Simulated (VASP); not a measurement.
Runs of VASP 6.6.1 on B. The structure is that of space group Fd-3m (No. 227), or close to it. The cells are those of the table. 

| task | level | cell | k mesh | cutoff (eV) | grid for exact exchange (PRECFOCK) | screening parameter | gap on the mesh (eV) | pressure (GPa) |
| --- | --- | --- | --- | --- | --- | --- | --- | --- |
| relaxation of cell and atoms | PBE | relaxed from a = 2.925 Å, angles 60.0°, 2 atoms | 13 × 13 × 13 | 600 | - | - | none | 0.0 |
| single point | PBE | a = 2.976 Å, angles 60.0°, 2 atoms | 22 × 22 × 22 | 520 | - | - | none | (c) |
| single point | PBE | a = 2.787 Å, angles 60.0°, 2 atoms | 22 × 22 × 22 | 520 | - | - | none | 17.1 |
| single point | PBE | a = 2.903 Å, angles 60.0°, 2 atoms | 22 × 22 × 22 | 520 | - | - | none | -6.5 |
| single point | PBE | a = 2.865 Å, angles 60.0°, 2 atoms | 22 × 22 × 22 | 520 | - | - | none | 0.0 |
| single point | PBE | a = 2.865 Å, angles 60.0°, 2 atoms | 13 × 13 × 13 | 520 | - | - | none | 0.0 |
| single point | PBE | a = 2.746 Å, angles 60.0°, 2 atoms | 22 × 22 × 22 | 520 | - | - | none | 28.3 |
| single point | PBE | a = 2.865 Å, angles 60.0°, 2 atoms | 7 × 7 × 7 | 520 | - | - | none | -0.1 |
| single point | PBE | a = 2.940 Å, angles 60.0°, 2 atoms | 22 × 22 × 22 | 520 | - | - | none | -11.9 |
| single point | HSE06 | a = 2.865 Å, angles 60.0°, 2 atoms | 7 × 7 × 7 | 520 | Normal | 0.2079 1/Å | none | (b) |
| single point | PBE | a = 2.827 Å, angles 60.0°, 2 atoms | 22 × 22 × 22 | 520 | - | - | none | (a) |

Alike in all rows: potentials or basis VASP PAW PBE potentials, release 64 (B); no spin polarisation; smearing fermi-dirac 0.1 eV.

**Question.** Estimate the missing entries.

**Answer.** (a) 7.7; (b) -1.8; (c) -16.4.

Caveats: some runs use coarse meshes; the PAW data sets were made with another functional, which shifts forces and pressure a little (some runs).

A gap of «none» marks levels without a gap at the run's occupations.
